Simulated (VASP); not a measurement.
Input of a VASP 6.6.1 run:

The input POSCAR:

```
Pd
1.0
    0.0000000000      1.9721147795      1.9721147795
    1.9721147795      0.0000000000      1.9721147795
    1.9721147795      1.9721147795      0.0000000000
Pd
1
Direct
    0.0000000000      0.0000000000      0.0000000000
```

Contents of INCAR.step1:

```
SYSTEM = Pd
  PREC = Accurate
  ENCUT = 690
  ISMEAR = -1
  SIGMA = 0.05
  LREAL = .False.
  LASPH = .True.
  NELM = 120
  NBANDS = 15
  GGA = PE
  ALGO = Normal
  EDIFF = 1E-5
  LWAVE = .True.
  LCHARG = .False.
  GGA_COMPAT = .False.
```

Contents of INCAR.step2:

```
SYSTEM = Pd
  PREC = Accurate
  ENCUT = 690
  EDIFF = 1E-6
  ISMEAR = -1
  SIGMA = 0.05
  LREAL = .False.
  LASPH = .True.
  NELM = 120
  ALGO = Normal
  ISIF = 2
  LWAVE = .False.
  LCHARG = .False.
  METAGGA = R2SCAN
  LMIXTAU = .True.
  IVDW = 13
  VDW_S6 = 1.0
  VDW_S8 = 0.6018749
  VDW_A1 = 0.51559235
  VDW_A2 = 5.77342911
  NBANDS = 15
  ISTART = 1
  GGA_COMPAT = .False.
```

File KPOINTS:

```
regular mesh
0
Gamma
  12 12 12
  0 0 0
```

Potentials or basis: VASP PAW PBE potentials, release 64 (Pd_sv_GW).

The run is started by

```bash
$ cat potpaw_PBE.64/Pd_sv_GW/POTCAR > POTCAR
$ cp INCAR.step1 INCAR
$ mpirun -np 1 vasp_std > vasp.out
$ cp INCAR.step2 INCAR
$ mpirun -np 1 vasp_std > vasp.out
```

(1) What does it give for the dispersion energy per atom?

(2) Predict the pressure.

(3) Predict the band gap on the k mesh.

## Answers

(1) -0.163 eV.

(2) -6.3 GPa.

(3) zero (bands 9 and 10 overlap by 1.57 eV).

Caveat: the cell stands under tension; the PAW data sets were made with another functional, which shifts forces and pressure a little.
